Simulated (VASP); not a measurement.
Set up this calculation in VASP 6.6.1, as the native input.

| Property | Result |
| --- | --- |
| Task | single point |
| Functional | PBE |
| Potentials or basis | VASP PAW PBE potentials, release 64 (Zr_sv) |
| Cutoff | 500 eV |
| k mesh | 14 × 14 × 14 |
| Occupations | fermi-dirac, width 0.1 eV |
| Spin | no spin polarisation |
| Dipole correction | no |
| Further INCAR settings | ALGO = Normal; EDIFF = 1e-06; NBANDS = 19 |

The structure of Zr lies in POSCAR:

```
Zr
1.0
   -2.7766937677      2.7766937677      1.5307664661
    2.7766937677     -2.7766937677      1.5307664661
    2.7766937677      2.7766937677     -1.5307664661
Zr
2
Direct
   -0.3750000000     -0.1250000000     -0.2500000000
    0.3750000000      0.1250000000      0.2500000000
```

These files were run (other wordings do the same):

INCAR

```
  PREC = Accurate
  ENCUT = 500
  EDIFF = 1E-6
  ISMEAR = -1
  SIGMA = 0.1
  LREAL = F
  LASPH = T
  NELM = 120
  ALGO = Normal
  ISIF = 2
  LWAVE = F
  LCHARG = F
  GGA = PE
  NBANDS = 19
  GGA_COMPAT = F
```

KPOINTS

```
Automatic mesh
0
Gamma
  14 14 14
```

Potentials or basis: VASP PAW PBE potentials, release 64 (Zr_sv).

Run with:

```console
$ cat potpaw_PBE.64/Zr_sv/POTCAR > POTCAR
$ mpirun -np 1 vasp_std > vasp.out
```

Results of the run:

| Property | Result |
| --- | --- |
| Pressure | 0.1 GPa |
| Band gap on the k mesh | zero (bands 12 and 13 overlap by 0.83 eV) |

Run time: 2.7 min on 1 thread of Intel(R) Xeon(R) Platinum 8375C CPU @ 2.90GHz (Ice Lake), on a shared host, peak memory 0.29 GiB.
